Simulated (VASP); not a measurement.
# Nb in VASP: single point with LDA

Aim: the single point of Nb with LDA.

Program: VASP 6.6.1. These are calculated values, not measurements. Logs are shortened: lines on timing, memory, paths and dates and some standing lists are left out, and cuts for length are marked.

## Step 1: The cell of the first run

The cell holds a slab with vacuum, 16 atoms: a = 6.600 Å, b = 6.600 Å, c = 15.950 Å, α = 90.00°, β = 90.00°, γ = 90.00°.

## Step 2: Single point, LDA

INCAR reads:

```
PREC = Accurate
ENCUT = 520
EDIFF = 1E-6
ISMEAR = -1
SIGMA = 0.1
LREAL = Auto
LASPH = True
NELM = 80
ALGO = Normal
ISIF = 2
LWAVE = False
LCHARG = False
NBANDS = 118
```

KPOINTS reads:

```
regular mesh
0
Gamma
  3 3 1
```

POSCAR reads:

```
Nb
1.0
    6.6000000000      0.0000000000      0.0000000000
    0.0000000000      6.6000000000      0.0000000000
    0.0000000000      0.0000000000     15.9500000000
Nb
16
Direct
    0.2500000000      0.2500000000      0.0626959248
    0.7500000000      0.2500000000      0.0626959248
    0.2500000000      0.7500000000      0.0626959248
    0.7500000000      0.7500000000      0.0626959248
    0.0051515152     -0.0323939394      0.1460815047
    0.5254848485      0.0200303030      0.1590219436
    0.0117121212      0.4723636364      0.1391786834
    0.5039545455      0.4895757576      0.1463448276
    0.2598181818      0.2240151515      0.2505078370
    0.7795000000      0.2288636364      0.2725705329
    0.2452575758      0.7350000000      0.2546708464
    0.7855000000      0.6880757576      0.2632476489
    0.0035303030     -0.0792575758      0.3448025078
    0.5698181818     -0.0461969697      0.3433479624
    0.1051818182      0.4571060606      0.3551536050
    0.5120000000      0.4450151515      0.3509905956
```

Potentials or basis: VASP PAW LDA potentials, release 64 (Nb_sv).

Started as:

```console
cat potpaw_LDA.64/Nb_sv/POTCAR > POTCAR
mpirun -np 1 vasp_std > vasp.out
```

OUTCAR:

```text
PREC = Accurate
   ENCUT = 520
   EDIFF = 1E-6
   ISMEAR = -1
   LREAL = Auto
   LASPH = True
   NELM = 80
   ISIF = 2

 ion  position               nearest neighbor table
   1  0.250  0.250  0.063-   7 2.47   8 2.66   5 2.80   6 2.82   9 3.00
   2  0.750  0.250  0.063-   7 2.57   6 2.62   8 2.63   5 2.84
   3  0.250  0.750  0.063-   5 2.54   7 2.71   8 2.75   6 2.97
   4  0.750  0.750  0.063-   5 2.58   8 2.72   6 2.78   7 2.80
   5  0.005  0.968  0.146-   3 2.54   4 2.58   1 2.80  11 2.80   2 2.84   9 2.91  12 3.00  10 3.04

   6  0.525  0.020  0.159-   2 2.62   9 2.65   4 2.78   1 2.82  10 2.83   3 2.97  14 2.99  11 3.05

   7  0.012  0.472  0.139-   1 2.47   2 2.57   3 2.71   4 2.80  12 2.86   9 2.92  11 2.96
   8  0.504  0.490  0.146-   2 2.63   1 2.66   4 2.72   3 2.75   9 2.90  11 2.92  12 2.94
   9  0.260  0.224  0.251-  15 2.49   6 2.65  16 2.73   8 2.90   5 2.91   7 2.92   1 3.00  13 3.02

  10  0.779  0.229  0.273-  14 2.55  16 2.59  13 2.77   6 2.83  15 2.94  12 3.03   5 3.04
  11  0.245  0.735  0.255-  13 2.47  15 2.61   5 2.80   8 2.92  14 2.95   7 2.96  16 3.02   6 3.05

  12  0.785  0.688  0.263-  13 2.47  14 2.60  16 2.79   7 2.86   8 2.94  15 2.99   5 3.00  10 3.03

  13  0.004  0.921  0.345-  11 2.47  12 2.47  10 2.77  14 2.87   9 3.02
  14  0.570  0.954  0.343-  10 2.55  12 2.60  13 2.87  11 2.95   6 2.99
  15  0.105  0.457  0.355-   9 2.49  11 2.61  16 2.69  10 2.94  12 2.99
  16  0.512  0.445  0.351-  10 2.59  15 2.69   9 2.73  12 2.79  11 3.02

  LATTYP: Found a simple tetragonal cell.
 ALAT       =     6.6000000000
 C/A-ratio  =     2.4166666667

  Lattice vectors:

 A1 = (   6.6000000000,   0.0000000000,   0.0000000000)
 A2 = (   0.0000000000,   6.6000000000,   0.0000000000)
 A3 = (   0.0000000000,   0.0000000000,  15.9500000000)

Analysis of symmetry for initial positions (statically):
=====================================================================
 Subroutine PRICEL returns:
 Original cell was already a primitive cell.

 Routine SETGRP: Setting up the symmetry group for a
 simple tetragonal supercell.

 Subroutine GETGRP returns: Found  1 space group operations
 (whereof  1 operations were pure point group operations)
 out of a pool of 16 trial point group operations.

The static configuration has the point symmetry C_1 .

Analysis of symmetry for dynamics (positions and initial velocities):
=====================================================================
 Subroutine PRICEL returns:
 Original cell was already a primitive cell.

 Routine SETGRP: Setting up the symmetry group for a
 simple tetragonal supercell.

 Subroutine GETGRP returns: Found  1 space group operations
 (whereof  1 operations were pure point group operations)
 out of a pool of 16 trial point group operations.

The dynamic configuration has the point symmetry C_1 .

 Subroutine INISYM returns: Found  1 space group operations
 (whereof  1 operations are pure point group operations),
 and found     1 'primitive' translations

----------------------------------------------------------------------------------------

                                     Primitive cell

  volume of cell :     694.7820

  direct lattice vectors                    reciprocal lattice vectors
     6.600000000  0.000000000  0.000000000     0.151515152  0.000000000  0.000000000
     0.000000000  6.600000000  0.000000000     0.000000000  0.151515152  0.000000000
     0.000000000  0.000000000 15.950000000     0.000000000  0.000000000  0.062695925

  length of vectors
     6.600000000  6.600000000 15.950000000     0.151515152  0.151515152  0.062695925

  position of ions in fractional coordinates (direct lattice)
     0.250000000  0.250000000  0.062695925
     0.750000000  0.250000000  0.062695925
     0.250000000  0.750000000  0.062695925
     0.750000000  0.750000000  0.062695925
     0.005151515  0.967606061  0.146081505
     0.525484848  0.020030303  0.159021944
[... 8 lines left out ...]
     0.105181818  0.457106061  0.355153605
     0.512000000  0.445015152  0.350990596

  ion indices of the primitive-cell ions
   primitive index   ion index
                 1           1
                 2           2
                 3           3
                 4           4
                 5           5
                 6           6
[... 8 lines left out ...]
                15          15
                16          16

----------------------------------------------------------------------------------------

 KPOINTS: regular mesh

Automatic generation of k-mesh.
 Grid dimensions read from file:
 generate k-points for:    3    3    1

 Generating k-lattice:

  Cartesian coordinates                     Fractional coordinates (reciprocal lattice)
     0.050505051  0.000000000  0.000000000     0.333333333  0.000000000  0.000000000
     0.000000000  0.050505051  0.000000000     0.000000000  0.333333333  0.000000000
     0.000000000  0.000000000  0.062695925     0.000000000  0.000000000  1.000000000

  Length of vectors
     0.050505051  0.050505051  0.062695925

  Shift w.r.t. Gamma in fractional coordinates (k-lattice)
     0.000000000  0.000000000  0.000000000

 Subroutine IBZKPT returns following result:
 ===========================================

 Found      5 irreducible k-points:

 Following reciprocal coordinates:
            Coordinates               Weight
  0.000000  0.000000  0.000000      1.000000
  0.333333  0.000000  0.000000      2.000000
  0.000000  0.333333  0.000000      2.000000
  0.333333  0.333333  0.000000      2.000000
 -0.333333  0.333333  0.000000      2.000000
   k-points           NKPTS =      5   k-points in BZ     NKDIM =      5   number of bands    NBANDS=    118
   number of dos      NEDOS =    301   number of ions     NIONS =     16
   total plane-waves  NPLWV = 300000
   dimension x,y,z NGX =    50 NGY =   50 NGZ =  120
   dimension x,y,z NGXF=   100 NGYF=  100 NGZF=  240
   ions per type =              16
   NGX,Y,Z   is equivalent  to a cutoff of  12.59, 12.59, 12.51 a.u.
   NGXF,Y,Z  is equivalent  to a cutoff of  25.19, 25.19, 25.02 a.u.
 SYSTEM =  unknown system
   PREC   = accura    normal or accurate (medium, high low for compatibility)
   ISTART =      0    job   : 0-new  1-cont  2-samecut
   ICHARG =      2    charge: 1-file 2-atom 10-const
   ISPIN  =      1    spin polarized calculation?
   LNONCOLLINEAR =      F non collinear calculations
   LSORBIT =      F    spin-orbit coupling
   LASPH  =      T    aspherical Exc in radial PAW
   ENCUT  =  520.0 eV  38.22 Ry    6.18 a.u.  12.27 12.27 29.66*2*pi/ulx,y,z
   NELM   =     80;   NELMIN=  2; NELMDL= -5     # of ELM steps
   EDIFF  = 0.1E-05   stopping-criterion for ELM
   LREAL  =      T    real-space projection
   EDIFFG = 0.1E-04   stopping-criterion for IOM
   NSW    =      0    number of steps for IOM
   IBRION =     -1    ionic relax: 0-MD 1-quasi-New 2-CG
   NFREE  =      0    steps in history (QN), initial steepest desc. (CG)
   ISIF   =      2    stress and relaxation
   ISYM   =      2    0-nonsym 1-usesym 2-fastsym
   POTIM  = 0.5000    time-step for ionic-motion
   TEBEG  =    0.0;   TEEND  =   0.0 temperature during run
   PSTRESS=    0.0 pullay stress
   NELECT =     208.0000    total number of electrons
   NUPDOWN=      -1.0000    fix difference up-down
   EMIN   =  10.00;   EMAX   =-10.00  energy-range for DOS
   EFERMI =   0.00;   METHOD = LEGACY
   ISMEAR =    -1;   SIGMA  =   0.10  broadening in eV -4-tet -1-fermi 0-gaus
   EFERMI_NEDOS =   21; number of points for ismear=-14 and -15
   IALGO  =     38    algorithm
   IMIX   =      4    mixing-type and parameters
     AMIX     =   0.40;   BMIX     =  1.00
     AMIX_MAG =   1.60;   BMIX_MAG =  1.00
  volume/ion in A,a.u.               =      43.42       293.04
  Fermi-wavevector in a.u.,A,eV,Ry     =   1.095166  2.069563 16.318657  1.199387
  Thomas-Fermi vector in A             =   2.231484
   LORBIT       =      0    0 simple, 1 ext, 2 COOP (PROOUT), +10 PAW based schemes
   GGA     = CA    functional components
   LHFCALC =     F    Hartree Fock is set to
   AEXX    =    0.0000 exact exchange contribution
   IVDW    =     0    specifies the selected vdW correction
   LEPSILON=     F    determine dielectric tensor
   LRPA    =     F    only Hartree local field effects (RPA)
 non-spin polarized calculation
  energy-cutoff  :      520.00
  volume of cell :      694.78
 maximum number of plane-waves:     18755
 NGX is ok and might be reduce to    50
   NGX = 25   NGY = 25   NGZ = 59

 number of electron     208.0000008 magnetization

 Free energy of the ion-electron system (eV)
  ---------------------------------------------------
  ext. energy  EPLUGINS =         0.00000000
  ---------------------------------------------------
  free energy    TOTEN  =      -162.48138400 eV

  energy without entropy =     -161.73028010  energy(sigma->0) =     -162.10583205

 E-fermi :   2.5068     XC(G=0):  -6.5746

 val. band max:        2.4965001821   @ k =   0.0000   0.3333   0.0000
 cond. band min:       2.5268748165   @ k =  -0.3333   0.3333   0.0000
 fundamental gap:      0.0303746344
 Fermi energy:         2.5068295359

 k-point     1 :       0.0000    0.0000    0.0000
  band No.  band energies     occupation
      1     -52.0261      2.00000
      2     -51.9429      2.00000
      3     -51.9170      2.00000
      4     -51.8949      2.00000
      5     -51.8369      2.00000
      6     -51.7978      2.00000
[... 108 lines left out ...]
    115       4.0139      0.00000
    116       4.0750      0.00000

 k-point     2 :       0.3333    0.0000    0.0000
  band No.  band energies     occupation
      1     -52.0079      2.00000
      2     -51.9578      2.00000
      3     -51.9000      2.00000
      4     -51.8822      2.00000
      5     -51.8563      2.00000
      6     -51.8256      2.00000
[... 108 lines left out ...]
    115       3.6090      0.00003
    116       3.7342      0.00001

 k-point     3 :       0.0000    0.3333    0.0000
  band No.  band energies     occupation
      1     -52.0115      2.00000
      2     -51.9414      2.00000
      3     -51.9220      2.00000
      4     -51.8916      2.00000
      5     -51.8383      2.00000
      6     -51.8228      2.00000
[... 108 lines left out ...]
    115       3.6895      0.00001
    116       3.7856      0.00001

 k-point     4 :       0.3333    0.3333    0.0000
  band No.  band energies     occupation
      1     -51.9984      2.00000
      2     -51.9521      2.00000
      3     -51.9072      2.00000
      4     -51.8836      2.00000
      5     -51.8592      2.00000
      6     -51.8114      2.00000
[... 108 lines left out ...]
    115       3.3303      0.00053
    116       3.4151      0.00023

 k-point     5 :      -0.3333    0.3333    0.0000
  band No.  band energies     occupation
      1     -51.9982      2.00000
      2     -51.9523      2.00000
      3     -51.9063      2.00000
      4     -51.8779      2.00000
      5     -51.8598      2.00000
      6     -51.8298      2.00000
[... 108 lines left out ...]
    115       3.3219      0.00058
    116       3.3998      0.00026
 [bands above 116 left out]

------------------------ aborting loop because EDIFF is reached ----------------------------------------

  FORCE on cell =-STRESS in cart. coord.  units (eV):
  Direction    XX          YY          ZZ          XY          YZ          ZX
  --------------------------------------------------------------------------------------
  -------------------------------------------------------------------------------------
  Total       -9.8580281    -10.8136830     -1.8947295      0.3048312      4.6809627     -2.6257133
  in kB      -22.7327551    -24.9365092     -4.3692735      0.7029451     10.7943676     -6.0549327
  external PRESSURE =     -17.3461793 kB  Pullay stress =       0.0000000 kB

 VOLUME and BASIS-vectors are now :
 -----------------------------------------------------------------------------
  energy-cutoff  :      520.00
  volume of cell :      694.78
      direct lattice vectors                 reciprocal lattice vectors
     6.600000000  0.000000000  0.000000000     0.151515152  0.000000000  0.000000000
     0.000000000  6.600000000  0.000000000     0.000000000  0.151515152  0.000000000
     0.000000000  0.000000000 15.950000000     0.000000000  0.000000000  0.062695925

 POSITION                                       TOTAL-FORCE (eV/Angst)
 -----------------------------------------------------------------------------------
      1.65000      1.65000      1.00000         0.468743     -0.632506     -0.705929
      4.95000      1.65000      1.00000        -0.100899     -0.411318     -0.293058
      1.65000      4.95000      1.00000         0.554758     -0.081355     -0.011330
      4.95000      4.95000      1.00000        -0.287768     -0.149587      0.027441
      0.03400      6.38620      2.33000        -0.132399      1.228556      1.050569
      3.46820      0.13220      2.53640        -0.598319     -2.101566     -0.111180
[... 8 lines left out ...]
      0.69420      3.01690      5.66470        -0.786009     -0.035793      0.429593
      3.37920      2.93710      5.59830        -0.099584      0.415676      0.161620
 -----------------------------------------------------------------------------------
    total drift:                               -0.001896      0.000553      0.007695

  FREE ENERGIE OF THE ION-ELECTRON SYSTEM (eV)
  ---------------------------------------------------
  free  energy   TOTEN  =      -162.4813840004 eV

  energy  without entropy=     -161.7302800991  energy(sigma->0) =     -162.10583205
```

Run time: 36 min. Hardware: 1 thread of Intel Xeon 8259CL, shared host; peak memory 0.62 GiB.

What came out:

```yaml
Free_energy: -162.4814 eV
Largest_force: 2.529 eV/Å
Band_gap_on_the_k_mesh: zero (bands 104 and 105 overlap by 0.28 eV)
```

Forces in eV/Å, atoms in the order of the input:
```
Nb   0.469 -0.633 -0.706
Nb  -0.101 -0.411 -0.293
Nb   0.555 -0.081 -0.011
Nb  -0.288 -0.150  0.027
Nb  -0.132  1.229  1.051
Nb  -0.598 -2.102 -0.111
Nb  -0.306  0.856  1.910
Nb   0.394  0.539  1.096
Nb   0.391 -0.388 -0.158
Nb  -0.128  0.169 -1.675
Nb   2.106 -0.462 -1.171
Nb  -1.438 -0.026 -2.080
Nb   0.631  1.078  1.243
Nb  -0.667  0.002  0.288
Nb  -0.786 -0.036  0.430
Nb  -0.100  0.416  0.162
```

Caveat: there is no dipole correction, which matters where the two faces differ.

The gap in the log of VASP goes by the Fermi energy; the results here count the filled bands.